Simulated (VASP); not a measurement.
Input of a VASP 6.6.1 run:

INCAR

```
SYSTEM = W
PREC = Accurate
ENCUT = 520
EDIFF = 1E-6
ISMEAR = 0
SIGMA = 0.15
LREAL = .False.
LASPH = .True.
NELM = 100
ALGO = Normal
ISIF = 2
LWAVE = .False.
LCHARG = .True.
GGA = CA
LELF = .True.
LVHAR = .True.
NBANDS = 13
```

File KPOINTS:

```
regular mesh
0
Gamma
  20 20 20
  0 0 0
```

The input POSCAR:

```
W
1.0
    0.0000000000      1.9864787842      1.9119858298
    1.9864787842      0.0000000000      1.9119858298
    1.9864787842      1.9864787842      0.0000000000
W
1
Direct
    0.0000000000      0.0000000000      0.0000000000
```

Potentials or basis: VASP PAW LDA potentials, release 64 (W_sv).

The run is started by

```bash
$ cat potpaw_LDA.64/W_sv/POTCAR > POTCAR
$ mpirun -np 1 vasp_std > vasp.out
```

**Question.** Predict the band gap on the k mesh.

**Answer.** Zero (bands 7 and 8 overlap by 4.83 eV).

**Question.** Predict the pressure.

**Answer.** 14.8 GPa.

Stress tensor (GPa, compression positive):
```
19.00  0.00  0.00
 0.00 19.00  0.00
 0.00  0.00  6.49
```

Caveat: the cell differs from its parent crystal (engineering shear strain xz +0.0000, normal strain along z -0.0375); the stress differs along the axes, from 6 to 19 GPa; spin-orbit coupling is left out, which moves the levels of the heavy elements.
